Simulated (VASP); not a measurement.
Set up this calculation in VASP 6.6.1, as the native input.

| Item | Value |
| --- | --- |
| Task | single point |
| Functional | PBE |
| Potentials or basis | VASP PAW PBE potentials, release 64 (Hf_pv, C) |
| Cutoff | 520 eV |
| k mesh | 15 × 15 × 15 |
| Occupations | fermi-dirac, width 0.05 eV |
| Spin | no spin polarisation |
| Dipole correction | no |
| Further INCAR settings | ALGO = Normal; EDIFF = 1e-06; NBANDS = 14 |

The structure of HfC lies in POSCAR:

```
HfC
1.0
    0.0000000000      2.3403977997      2.3403977997
    2.3403977997      0.0000000000      2.3403977997
    2.3403977997      2.3403977997      0.0000000000
Hf C
1 1
Direct
    0.5000000000      0.5000000000      0.5000000000
    0.0000000000      0.0000000000      0.0000000000
```

These files were run (other wordings do the same):

INCAR

```
PREC     = Accurate       # precision mode
ENCUT    = 520            # plane-wave cutoff, eV
EDIFF    = 1E-6           # SCF threshold, eV
ISMEAR   = -1             # smearing method
SIGMA    = 0.05           # smearing width, eV
LREAL    = F              # projectors in reciprocal space
LASPH    = T              # aspherical terms in the spheres
NELM     = 100            # most SCF steps
ALGO     = Normal         # electronic algorithm
ISIF     = 2              # what is computed and relaxed
LWAVE    = F              # write WAVECAR
LCHARG   = F              # write CHGCAR
GGA      = PE             # functional
NBANDS   = 14             # bands
```

KPOINTS

```
regular mesh
0
Gamma
  15 15 15
```

Potentials or basis: VASP PAW PBE potentials, release 64 (Hf_pv, C).

The run is started by

```bash
$ cat potpaw_PBE.64/Hf_pv/POTCAR potpaw_PBE.64/C/POTCAR > POTCAR
$ mpirun -np 1 vasp_std > vasp.out
```

Results of the run:

```
Pressure               : -5.0 GPa
Band gap on the k mesh : zero (bands 7 and 8 overlap by 1.41 eV)
```

Caveat: the cell stands under tension; spin-orbit coupling is left out, which moves the levels of the heavy elements.

Wall time 84 s on 1 thread of Intel Xeon 8259CL, on a shared host, peak memory 0.19 GiB.
